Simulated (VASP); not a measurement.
A run of VASP 6.6.1 is set up as follows.

INCAR

```
SYSTEM = Li4TmGe
PREC = Accurate ; ENCUT = 750
EDIFF = 1E-6 ; ISMEAR = 0
SIGMA = 0.1 ; LREAL = .False.
LASPH = .True. ; NELM = 200
ALGO = Normal ; ISIF = 2
LWAVE = .False. ; LCHARG = .False.
GGA = PE ; NBANDS = 26
GGA_COMPAT = .False. ; LMAXMIX = 6
```

KPOINTS

```
regular mesh
0
Gamma
  8 8 8
  0 0 0
```

POSCAR

```
Li4TmGe
1.0
    2.0777739304     -7.0482754708      0.0000000000
    2.0777739304      7.0482754708      0.0000000000
    0.0000000000      0.0000000000      4.1540844983
Li Tm Ge
4 1 1
Direct
    0.3358473377      0.6641526623      0.0000000000
    0.8288080191      0.1711919809      0.5000000000
    0.1711919809      0.8288080191      0.5000000000
    0.6641526623      0.3358473377      0.0000000000
    0.5000000000      0.5000000000      0.5000000000
    0.0000000000      0.0000000000      0.0000000000
```

Potentials or basis: VASP PAW PBE potentials, release 64 (Li_sv, Tm_3, Ge_d), 4f in core.

Run with:

```bash
$ cat potpaw_PBE.64/Li_sv/POTCAR potpaw_PBE.64/Tm_3/POTCAR potpaw_PBE.64/Ge_d/POTCAR > POTCAR
$ mpirun -np 1 vasp_std > vasp.out
```

Problem. Estimate the pressure.

Solution. -0.7 GPa.

Problem. What does it give for the band gap on the k mesh?

Solution. Zero (an odd number of electrons rules out a gap without spin polarisation).

Problem. Estimate the largest force.

Solution. 0.008 eV/Å.

Forces in eV/Å, atoms in the order of the input:
```
Li   0.000  0.003  0.000
Li   0.000  0.008  0.000
Li   0.000 -0.008  0.000
Li   0.000 -0.003  0.000
Tm   0.000  0.000  0.000
Ge   0.000  0.000  0.000
```

Caveat: spin-orbit coupling is left out, which moves the levels of the heavy elements; the 4f electrons are frozen in the core, so they carry no moment and show no levels. Spin polarisation is off, so any magnetic state and its effect on volume and gap are missing.
